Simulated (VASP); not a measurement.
# ZrS (R-3m) in VASP: a series of runs, part 2 of 2

VASP 6.6.1.

## Step 4: Single point, PBEsol

This run uses another cell than the first one, of 18.16 Å³/atom, 1.053 times its volume.

Contents of INCAR:

```
SYSTEM = ZrS
PREC = Accurate ; ENCUT = 520
EDIFF = 1E-6 ; ISMEAR = 0
SIGMA = 0.15 ; LREAL = .FALSE.
LASPH = .TRUE. ; NELM = 80
ALGO = Normal ; ISIF = 2
LWAVE = .FALSE. ; LCHARG = .TRUE.
GGA = PS ; LELF = .TRUE.
LVHAR = .TRUE. ; NBANDS = 16
```

Contents of KPOINTS:

```
regular mesh
0
G
  16 16 16
  0 0 0
```

Contents of POSCAR:

```
ZrS
1.0
    0.1073311291      2.6832782282      2.6832782282
    2.6832782282      0.1073311291      2.6832782282
    2.6832782282      2.6832782282      0.1073311291
Zr S
1 1
Direct
    0.0000000000      0.0000000000      0.0000000000
    0.5000000000      0.5000000000      0.5000000000
```

Potentials or basis: VASP PAW PBE potentials, release 64 (Zr_sv, S).

Launch:

```console
cat potpaw_PBE.64/Zr_sv/POTCAR potpaw_PBE.64/S/POTCAR > POTCAR
mpirun -np 1 vasp_std > vasp.out
```

OUTCAR:

```text
SYSTEM = ZrS
   PREC = Accurate
   ENCUT = 520
   EDIFF = 1E-6
   ISMEAR = 0
   LREAL = .FALSE.
   LASPH = .TRUE.
   NELM = 80
   ISIF = 2
   GGA = PS

 ion  position               nearest neighbor table
   1  0.000  0.000  0.000-   2 2.63   2 2.63   2 2.63   2 2.63   2 2.63   2 2.63
   2  0.500  0.500  0.500-   1 2.63   1 2.63   1 2.63   1 2.63   1 2.63   1 2.63

  LATTYP: Found a trigonal (rhomboedric) cell.
 ALAT       =     3.7962460499
 COS(alpha) =     0.5395683453

  Lattice vectors:

 A1 = (   0.1073311291,   2.6832782282,   2.6832782282)
 A2 = (   2.6832782282,   0.1073311291,   2.6832782282)
 A3 = (   2.6832782282,   2.6832782282,   0.1073311291)

Analysis of symmetry for initial positions (statically):
=====================================================================
 Subroutine PRICEL returns:
 Original cell was already a primitive cell.

 Routine SETGRP: Setting up the symmetry group for a
 trigonal (rhombohedral) supercell.

 Subroutine GETGRP returns: Found 12 space group operations
 (whereof 12 operations were pure point group operations)
 out of a pool of 12 trial point group operations.

The static configuration has the point symmetry D_3d.

Analysis of symmetry for dynamics (positions and initial velocities):
=====================================================================
 Subroutine PRICEL returns:
 Original cell was already a primitive cell.

 Routine SETGRP: Setting up the symmetry group for a
 trigonal (rhombohedral) supercell.

 Subroutine GETGRP returns: Found 12 space group operations
 (whereof 12 operations were pure point group operations)
 out of a pool of 12 trial point group operations.

The dynamic configuration has the point symmetry D_3d.

 Subroutine INISYM returns: Found 12 space group operations
 (whereof 12 operations are pure point group operations),
 and found     1 'primitive' translations

----------------------------------------------------------------------------------------
[... 112 lines left out ...]
     AMIX     =   0.40;   BMIX     =  1.00
     AMIX_MAG =   1.60;   BMIX_MAG =  1.00
  volume/ion in A,a.u.               =      18.16       122.56
  Fermi-wavevector in a.u.,A,eV,Ry     =   1.295515  2.448168 22.835459  1.678359
  Thomas-Fermi vector in A             =   2.427030
   LORBIT       =      0    0 simple, 1 ext, 2 COOP (PROOUT), +10 PAW based schemes
   GGA     = PS    functional components
   LHFCALC =     F    Hartree Fock is set to
   AEXX    =    0.0000 exact exchange contribution
   IVDW    =     0    specifies the selected vdW correction
   LEPSILON=     F    determine dielectric tensor
   LRPA    =     F    only Hartree local field effects (RPA)
 non-spin polarized calculation
 Gauss-broadening in eV      SIGMA  =   0.15
  energy-cutoff  :      520.00
  volume of cell :       36.32
 maximum number of plane-waves:      1002
   NGX = 15   NGY = 15   NGZ = 15

 number of electron      17.9999999 magnetization

 Free energy of the ion-electron system (eV)
  ---------------------------------------------------
  ext. energy  EPLUGINS =         0.00000000
  ---------------------------------------------------
  free energy    TOTEN  =       -16.46736414 eV

  energy without entropy =      -16.45184467  energy(sigma->0) =      -16.45960441

 E-fermi :  10.5383     XC(G=0): -11.4429

 val. band max:       10.5365161924   @ k =  -0.2500   0.4375   0.1875
 cond. band min:      10.5393527660   @ k =   0.1875   0.1250   0.0000
 fundamental gap:      0.0028365737
 Fermi energy:        10.5383285622

 k-point     1 :       0.0000    0.0000    0.0000
  band No.  band energies     occupation
      1     -39.3479      2.00000
      2     -17.3932      2.00000
      3     -17.3137      2.00000
      4     -17.3137      2.00000
      5      -5.2442      2.00000
      6       6.8162      2.00000
[... 433 lines left out ...]
      3     -17.3504      2.00000
      4     -17.3205      2.00000
      5      -5.1104      2.00000
      6       6.3202      2.00000
[... 8 lines left out ...]
     15      18.1865      0.00000
     16      22.0358      0.00000

 [... further k-points ...]

------------------------ aborting loop because EDIFF is reached ----------------------------------------

  FORCE on cell =-STRESS in cart. coord.  units (eV):
  Direction    XX          YY          ZZ          XY          YZ          ZX
  --------------------------------------------------------------------------------------
  -------------------------------------------------------------------------------------
  Total       -1.5114656     -1.5114656     -1.5114656     -0.2168535     -0.2168535     -0.2168535
  in kB      -66.6713253    -66.6713253    -66.6713253     -9.5654893     -9.5654893     -9.5654893
  external PRESSURE =     -66.6713253 kB  Pullay stress =       0.0000000 kB

 VOLUME and BASIS-vectors are now :
 -----------------------------------------------------------------------------
  energy-cutoff  :      520.00
  volume of cell :       36.32
      direct lattice vectors                 reciprocal lattice vectors
     0.107331129  2.683278228  2.683278228    -0.197909313  0.190297417  0.190297417
     2.683278228  0.107331129  2.683278228     0.190297417 -0.197909313  0.190297417
     2.683278228  2.683278228  0.107331129     0.190297417  0.190297417 -0.197909313

 POSITION                                       TOTAL-FORCE (eV/Angst)
 -----------------------------------------------------------------------------------
      0.00000      0.00000      0.00000        -0.000000     -0.000000     -0.000000
      2.73694      2.73694      2.73694         0.000000      0.000000      0.000000
 -----------------------------------------------------------------------------------
    total drift:                                0.000000      0.000000      0.000000

  FREE ENERGIE OF THE ION-ELECTRON SYSTEM (eV)
  ---------------------------------------------------
  free  energy   TOTEN  =       -16.4673641426 eV

  energy  without entropy=      -16.4518446740  energy(sigma->0) =      -16.45960441
```

OSZICAR:

```text
N       E                     dE             d eps       ncg     rms          rms(c)
DAV:   1     0.120703665999E+03    0.12070E+03   -0.95622E+03 13352   0.110E+03
DAV:   2    -0.121563191376E+02   -0.13286E+03   -0.12819E+03 17504   0.280E+02
DAV:   3    -0.173137319994E+02   -0.51574E+01   -0.51233E+01 21336   0.488E+01
DAV:   4    -0.173932854668E+02   -0.79553E-01   -0.79522E-01 16624   0.558E+00
DAV:   5    -0.173951066740E+02   -0.18212E-02   -0.18212E-02 19848   0.630E-01    0.151E+01
DAV:   6    -0.165105925083E+02    0.88451E+00   -0.19144E+00 16888   0.951E+00    0.679E+00
DAV:   7    -0.164738061431E+02    0.36786E-01   -0.18521E-01 19216   0.279E+00    0.272E+00
DAV:   8    -0.164680099919E+02    0.57962E-02   -0.28309E-02 15544   0.105E+00    0.409E-01
DAV:   9    -0.164674313801E+02    0.57861E-03   -0.38406E-03 16488   0.353E-01    0.170E-01
DAV:  10    -0.164673711393E+02    0.60241E-04   -0.50266E-04 16824   0.214E-01    0.532E-02
DAV:  11    -0.164673652501E+02    0.58892E-05   -0.33280E-05 16880   0.454E-02    0.287E-02
DAV:  12    -0.164673639903E+02    0.12597E-05   -0.30686E-06 17752   0.111E-02    0.358E-03
DAV:  13    -0.164673641426E+02   -0.15227E-06   -0.50825E-07  8712   0.581E-03
   1 F= -.16467364E+02 E0= -.16459604E+02  d E =-.155195E-01
```

stdout:

```text
POSCAR found type information on POSCAR ZrS
 POSCAR found :  2 types and       2 ions
 scaLAPACK will be used
 -----------------------------------------------------------------------------
|                                                                             |
|                                                                             |
|     You enforced a specific xc type in the INCAR file but a different       |
|     I HOPE YOU KNOW WHAT YOU ARE DOING!                                     |
|                                                                             |
 -----------------------------------------------------------------------------

 LDA part: xc-table for (Slater+PW92), standard interpolation
 POSCAR, INCAR and KPOINTS ok, starting setup
 FFT: planning ... GRIDC
 FFT: planning ... GRID_SOFT
 FFT: planning ... GRID
 WAVECAR not read
 entering main loop
```

Run time: 1.8 min. Hardware: 1 thread of Intel Xeon Platinum 8559C (Emerald Rapids), shared host; peak memory 0.35 GiB.

Results:

| Property | Result |
| --- | --- |
| Free energy | -16.4674 eV |
| Pressure | -6.7 GPa |
| Band gap on the k mesh | zero (band 9 reaches 11.83 eV, above the bottom of band 10 at 9.39 eV) |

Caveat: the PAW data sets were made with another functional, which shifts forces and pressure a little.

## Step 5: Overview

| cell | gap on the mesh (eV) | pressure (GPa) |
| --- | --- | --- |
| a = 3.816 Å, angles 54.7°, 2 atoms | none | 0.4 |
| a = 3.646 Å, angles 62.7°, 2 atoms | none | -6.7 |
| a = 3.796 Å, angles 57.3°, 2 atoms | none | -6.7 |

Alike in all rows: task single point; level PBEsol; potentials or basis VASP PAW PBE potentials, release 64 (Zr_sv, S); no spin polarisation; k mesh 16 × 16 × 16; cutoff (eV) 520; smearing gaussian 0.15 eV.

Caveats: the PAW data sets were made with another functional, which shifts forces and pressure a little.

Total energies depend on the potentials used, so only differences within one code and one set of settings carry meaning.
